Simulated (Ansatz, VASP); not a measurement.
# Two plane-wave programs on MnAuC4N4

```
Mn C Au N
1.0
     6.02219    0.00000    0.00000
     0.00000    6.02219    0.00000
     0.00000    0.00000    6.02219
Mn C Au N
1 4 1 4
Direct
  0.50000 0.50000 0.50000
  0.19936 0.19936 0.19936
  0.19936 0.80064 0.80064
  0.80064 0.19936 0.80064
  0.80064 0.80064 0.19936
  0.00000 0.00000 0.00000
  0.31209 0.31209 0.31209
  0.31209 0.68791 0.68791
  0.68791 0.31209 0.68791
  0.68791 0.68791 0.31209
```

Alike in both runs: functional PBE; k mesh 6 × 6 × 6; occupations gaussian, width 0.1 eV; collinear spin.

Ansatz relaxed the structure, and its values are those at the end. VASP's run is a single point on that final structure, the one shown.

```csv
,VASP,Ansatz
version,VASP 6.6.1,Ansatz 0.2.0
potentials or method,"VASP PAW PBE potentials, release 64 (Mn_pv, C, Au, N), cutoff 520 eV","scalar-relativistic, plane waves, PAW"
valence electrons in the cell,60,70
```

```tsv
	VASP	Ansatz	Ansatz less VASP
gap on the k mesh at the Fermi level (eV)	none	none	-
pressure (GPa)	0.3	0.0	-0.34
rms of the force components (eV/Å)	0.166	0.005	-0.1614
net moment per atom (μB)	0.40	0.40	0.000
size of the moment on the site where the two differ most (μB)	3.88	3.40	-0.479
```

Site moments also hang on the region over which each program counts them. A gap of «none» marks a metal or a gap that the smearing closes. VASP's potentials hold 60 valence electrons a cell and Ansatz's 70, so a difference there can come from the potentials and not from the codes.

Spin-orbit coupling is off throughout. Noted on VASP's run: the standard files for N, O and F lose accuracy on very short bonds.
